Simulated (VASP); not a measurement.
Crystal: Pt.

```
CELL_PARAMETERS angstrom
-1.58422 1.58422 1.58422
1.58422 -1.58422 1.58422
1.58422 1.58422 -1.58422
ATOMIC_POSITIONS crystal
Pt 0.00000 0.00000 0.00000
```

Base run:

```yaml
Program: VASP 6.6.1
Functional: r2SCAN
Potentials_or_basis: VASP PAW PBE potentials, release 64 (Pt)
Cutoff: 520 eV
k_mesh: 13 × 13 × 13
Occupations: fermi-dirac, width 0.08 eV
Spin: collinear spin, ferromagnetic start
Starting_moments: "[1.0] μB"
Fixed_moment: 1 μB
```

Its results: pressure 1.4 GPa; net moment 1.00 μB per cell.

Question: The run is repeated on the same cell with these changes: fixed moment from 1 μB to none; moments at the start from [1.0] to [0.6]. What comes out?

Answer: Pressure -5.8 GPa; net moment 0.00 μB per cell.

Caveats: the PAW data sets were made with another functional, which shifts forces and pressure a little; the total moment is fixed, so each spin has its own Fermi level (some runs).
